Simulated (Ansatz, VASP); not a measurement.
**One calculation of SnTe, two programs**

```
CELL_PARAMETERS angstrom
4.07174 0.00000 0.00000
0.00000 4.07174 0.00000
0.00000 0.00000 4.07174
ATOMIC_POSITIONS crystal
Sn 0.00000 0.00000 0.00000
Te 0.50000 0.50000 0.50000
```

Alike in both runs: task single point; functional r2SCAN; k mesh 12 × 12 × 12; occupations gaussian, width 0.1 eV; no spin polarisation.

```csv
,VASP,Ansatz
version,VASP 6.6.1,Ansatz 0.2.0
potentials or method,"VASP PAW PBE potentials, release 64 (Sn_d, Te), cutoff 520 eV","scalar-relativistic, plane waves, PAW"
valence electrons in the cell,20,30
```

|  | VASP | Ansatz | Ansatz less VASP |
| --- | --- | --- | --- |
| gap on the k mesh at the Fermi level (eV) | none | none | - |
| pressure (GPa) | -4.6 | -4.6 | +0.03 |

VASP's potentials were made for PBE, not for r2SCAN. A gap of «none» marks a metal or a gap that the smearing closes. VASP's potentials hold 20 valence electrons a cell and Ansatz's 30, so a difference there can come from the potentials and not from the codes.

Neither program's run includes spin-orbit coupling.
